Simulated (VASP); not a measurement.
Here is a VASP 6.6.1 calculation.

File INCAR:

```
SYSTEM = TlAgS2
ALGO = Normal ; EDIFF = 1E-6
ENCUT = 520 ; GGA = PE
ISIF = 2 ; ISMEAR = 0
LASPH = .TRUE. ; LCHARG = .FALSE.
LREAL = .FALSE. ; LWAVE = .FALSE.
NBANDS = 26 ; NELM = 60
PREC = Accurate ; SIGMA = 0.1
```

Contents of KPOINTS:

```
k-points
0
G
  12 12 8
  0 0 0
```

The input POSCAR:

```
TlAgS2
1.0
    4.2027026156      0.0000000000      0.0000000000
    0.0000000000      4.2027026156      0.0000000000
    0.0000000000      0.0000000000      5.9928355469
Tl Ag S
1 1 2
Direct
    0.5000000000      0.5000000000      0.5000000000
    0.0000000000      0.0000000000      0.0000000000
    0.5000000000      0.0000000000      0.2409172223
    0.0000000000      0.5000000000      0.7590827777
```

Potentials or basis: VASP PAW PBE potentials, release 64 (Tl_d, Ag, S).

Launch:

```sh
$ cat potpaw_PBE.64/Tl_d/POTCAR potpaw_PBE.64/Ag/POTCAR potpaw_PBE.64/S/POTCAR > POTCAR
$ mpirun -np 1 vasp_std > vasp.out
```

Problem. What does it give for the band gap on the k mesh?

Solution. Zero (filled and empty bands touch).

Problem. Estimate the largest force.

Solution. 0.003 eV/Å.

Forces on the atoms (eV/Å):
```
Tl   0.000  0.000  0.000
Ag   0.000  0.000  0.000
S    0.000  0.000  0.003
S    0.000  0.000 -0.003
```

Caveat: spin-orbit coupling is left out, which moves the levels of the heavy elements.
